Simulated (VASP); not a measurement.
Write the native input for VASP 6.6.1 that does the following.

```yaml
Task: single point
Functional: PBE
Potentials_or_basis: VASP PAW PBE potentials, release 64 (Hf_pv, Si, O, F)
Cutoff: 520 eV
k_mesh: 10 × 10 × 8
Occupations: gaussian, width 0.1 eV
Spin: no spin polarisation
Dipole_correction: no
Further_INCAR_settings: ALGO = Normal; EDIFF = 1e-07; NBANDS = 31
```

The structure of Hf2SiOF2 lies in POSCAR:

```
Hf2SiOF2
1.0
    4.3329465728      0.0000000000      0.0000000000
    0.0000000000      4.3329465728      0.0000000000
    0.0000000000      0.0000000000      4.5314077424
Hf Si O F
2 1 1 2
Direct
    0.0000000000      0.5000000000      0.5000000000
    0.5000000000      0.0000000000      0.5000000000
    0.0000000000      0.0000000000      0.0000000000
    0.0000000000      0.0000000000      0.5000000000
    0.5000000000      0.5000000000      0.7351700578
    0.5000000000      0.5000000000      0.2648299422
```

These files were run (other wordings do the same):

INCAR

```
SYSTEM = Hf2SiOF2
PREC     = Accurate       ! precision mode
ENCUT    = 520            ! plane-wave cutoff, eV
EDIFF    = 1E-7           ! SCF threshold, eV
ISMEAR   = 0              ! smearing method
SIGMA    = 0.1            ! smearing width, eV
LREAL    = .False.        ! projectors in reciprocal space
LASPH    = .True.         ! aspherical terms in the spheres
NELM     = 60             ! most SCF steps
ALGO     = Normal         ! electronic algorithm
ISIF     = 2              ! what is computed and relaxed
LWAVE    = .False.        ! write WAVECAR
LCHARG   = .False.        ! write CHGCAR
GGA      = PE             ! functional
NBANDS   = 31             ! bands
```

KPOINTS

```
regular mesh
0
Gamma
  10 10 8
  0 0 0
```

Potentials or basis: VASP PAW PBE potentials, release 64 (Hf_pv, Si, O, F).

Run with:

```console
$ cat potpaw_PBE.64/Hf_pv/POTCAR potpaw_PBE.64/Si/POTCAR potpaw_PBE.64/O/POTCAR potpaw_PBE.64/F/POTCAR > POTCAR
$ mpirun -np 1 vasp_std > vasp.out
```

Results of the run:

* Pressure: -1.6 GPa
* Largest force: 0.082 eV/Å
* Band gap on the k mesh: zero (bands 22 and 23 overlap by 2.31 eV)

Caveat: spin-orbit coupling is left out, which moves the levels of the heavy elements.

Run time: 84 s on 1 thread of Intel(R) Xeon(R) 6975P-C (Granite Rapids), with other jobs on the host, peak memory 0.37 GiB.
